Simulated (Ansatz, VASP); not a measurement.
# Co: VASP beside Ansatz

The input INCAR:

```
SYSTEM = Co
  ALGO = Normal
  EDIFF = 1E-6
  ENCUT = 600
  GGA = RP
  GGA_COMPAT = .False.
  ISIF = 2
  ISMEAR = -1
  LASPH = .True.
  LCHARG = .False.
  LREAL = .False.
  LWAVE = .False.
  NBANDS = 10
  NELM = 120
  PREC = Accurate
  SIGMA = 0.1
```

KPOINTS

```
k-points
0
Gamma
  17 17 17
  0 0 0
```

The input POSCAR:

```
Co
1.0
    0.0000000000      1.7192275212      1.7192275212
    1.7192275212      0.0000000000      1.7192275212
    1.7192275212      1.7192275212      0.0000000000
Co
1
Direct
    0.0000000000      0.0000000000      0.0000000000
```

Input for Ansatz:

```yaml
crystal:
  lattice:
    - [0.0, 1.7192275212, 1.7192275212]
    - [1.7192275212, 0.0, 1.7192275212]
    - [1.7192275212, 1.7192275212, 0.0]
  atoms:
    - { symbol: Co, position: [0.0, 0.0, 0.0] }
hamiltonian:
  xc: rpbe
  pseudopotentials:
    kind: paw
    azcp:
      Co: "pseudopotentials/Co.paw.azcp"
basis:
  ecutwfc: 420
  fft_grid_basis: typed
kpoints:
  mp_grid: { grid: [17, 17, 17], shift: [0, 0, 0] }
magnetization:
  spin_polarized: false
scf:
  occupations: { method: fermi_dirac, width: 0.1 }
  lower_state_search: "off"
output:
  stress: true
```

Alike in both runs: task single point; functional RPBE; k mesh 17 × 17 × 17; occupations fermi-dirac, width 0.1 eV; no spin polarisation.

|  | VASP | Ansatz |
| --- | --- | --- |
| version | VASP 6.6.1 | Ansatz 0.2.0 |
| potentials or method | VASP PAW PBE potentials, release 64 (Co), cutoff 600 eV | plane waves (420 eV) with PAW, scalar-relativistic |
| valence electrons in the cell | 9 | 17 |

|  | VASP | Ansatz | Ansatz less VASP |
| --- | --- | --- | --- |
| pressure (GPa) | 9.6 | 10.5 | +0.88 |

VASP's potentials were made for PBE, not for RPBE. The functional is the same, so the differences come from potentials, cutoffs and numerics. VASP's potentials hold 9 valence electrons a cell and Ansatz's 17, so a difference there can come from the potentials and not from the codes.
